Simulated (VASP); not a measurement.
Here is a VASP 6.6.1 calculation.

INCAR

```
SYSTEM = LiBr
PREC     = Accurate       ! precision mode
ENCUT    = 750            ! plane-wave cutoff, eV
EDIFF    = 1E-6           ! SCF threshold, eV
ISMEAR   = 0              ! smearing method
SIGMA    = 0.01           ! smearing width, eV
LREAL    = .False.        ! projectors in reciprocal space
LASPH    = .True.         ! aspherical terms in the spheres
NELM     = 120            ! most SCF steps
ALGO     = Normal         ! electronic algorithm
ISIF     = 2              ! what is computed and relaxed
LWAVE    = .False.        ! write WAVECAR
LCHARG   = .True.         ! write CHGCAR
GGA      = PE             ! functional
LELF     = .True.         ! ELF
LVHAR    = .True.       
NBANDS   = 12             ! bands
GGA_COMPAT= .False.
```

File KPOINTS:

```
regular mesh
0
Gamma
  6 6 6
  0 0 0
```

Contents of POSCAR:

```
LiBr
1.0
    0.0000000000      2.7826870808      2.7826870808
    2.7826870808      0.0000000000      2.7826870808
    2.7826870808      2.7826870808      0.0000000000
Li Br
1 1
Direct
    0.0000000000      0.0000000000      0.0000000000
    0.5000000000      0.5000000000      0.5000000000
```

Potentials or basis: VASP PAW PBE potentials, release 64 (Li_sv, Br).

Command:

```console
$ cat potpaw_PBE.64/Li_sv/POTCAR potpaw_PBE.64/Br/POTCAR > POTCAR
$ mpirun -np 1 vasp_std > vasp.out
```

Task: What does it give for the band gap on the k mesh?

Result: 4.80 eV, direct.

Task: What does it give for the pressure?

Result: -0.8 GPa.
